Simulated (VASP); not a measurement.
Write the native input for VASP 6.6.1 that does the following.

```
Task                   : single point
Functional             : PBE
Potentials or basis    : VASP PAW PBE potentials, release 64 (Mg_sv, O)
Cutoff                 : 840 eV
k mesh                 : 8 × 8 × 8
Occupations            : gaussian, width 0.02 eV
Spin                   : no spin polarisation
Dipole correction      : no
Further INCAR settings : ALGO = Normal; EDIFF = 1e-06; NBANDS = 15
```

The structure of MgO lies in POSCAR:

```
MgO
1.0
    0.0000000000      2.1050000000      2.1050000000
    2.1050000000      0.0000000000      2.1050000000
    2.1050000000      2.1050000000      0.0000000000
Mg O
1 1
Direct
    0.0000000000      0.0000000000      0.0000000000
    0.5000000000      0.5000000000      0.5000000000
```

One way to write it, as run:

INCAR

```
  PREC = Accurate
  ENCUT = 840
  EDIFF = 1E-6
  ISMEAR = 0
  SIGMA = 0.02
  LREAL = F
  LASPH = T
  NELM = 120
  ALGO = Normal
  ISIF = 2
  LWAVE = F
  LCHARG = T
  GGA = PE
  LELF = T
  LVHAR = T
  NBANDS = 15
  GGA_COMPAT = F
```

KPOINTS

```
regular mesh
0
Gamma
  8 8 8
```

Potentials or basis: VASP PAW PBE potentials, release 64 (Mg_sv, O).

Launch:

```bash
$ cat potpaw_PBE.64/Mg_sv/POTCAR potpaw_PBE.64/O/POTCAR > POTCAR
$ mpirun -np 1 vasp_std > vasp.out
```

Results of the run:

| Item | Value |
| --- | --- |
| Pressure | 5.0 GPa |
| Band gap on the k mesh | 4.75 eV |

Caveat: the cell stands under pressure.

Wall time 9.1 s on 1 thread of Intel(R) Xeon(R) Platinum 8488C (Sapphire Rapids), on a shared host, peak memory 0.16 GiB.
